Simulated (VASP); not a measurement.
Crystal: Li.

```
Li
1.0
     0.00000    2.20200    2.20200
     2.20200    0.00000    2.20200
     2.20200    2.20200    0.00000
Li
1
Direct
  0.00000 0.00000 0.00000
```

- Program: VASP 6.6.1
- Task: relaxation of cell and atoms
- Functional: BLYP
- Dispersion: D3(BJ)
- Potentials or basis: VASP PAW PBE potentials, release 64 (Li_sv)
- Cutoff: 750 eV
- k mesh: 8 × 8 × 8
- Occupations: gaussian, width 0.15 eV
- Spin: no spin polarisation

At the start: pressure -3.4 GPa; volume 21.35 Å³/atom.

**Question.** How do energy, volume and symmetry change on relaxing?

**Answer.** Over 4 steps the energy falls by 73.9 meV/atom and the volume is 15.50 Å³/atom (-27.4 %); space group Fm-3m (No. 225, to 0.05 Å).

The path:
```tsv
step	energy change (eV)	largest force (eV/Å)	pressure (GPa)	volume (Å³)
1	0.0000	0.0000	-3.44	21.35
2	-0.0278	0.0000	-2.99	19.97
3	-0.0704	0.0000	-1.08	16.78
4	-0.0739	0.0000	0.24	15.50
```

Final structure:
```
Li
1.0
     0.00000    1.97903    1.97903
     1.97903    0.00000    1.97903
     1.97903    1.97903    0.00000
Li
1
Cartesian
  1.9790 0.0000 1.9790
```

Caveat: the volume moved by over 15 % at a fixed basis, so the end points are rough; the PAW data sets were made with another functional, which shifts forces and pressure a little; the volume moved by -27 % from the deposited cell, more than functionals usually miss; pairwise dispersion overbinds metals, which lowers pressure and volume.
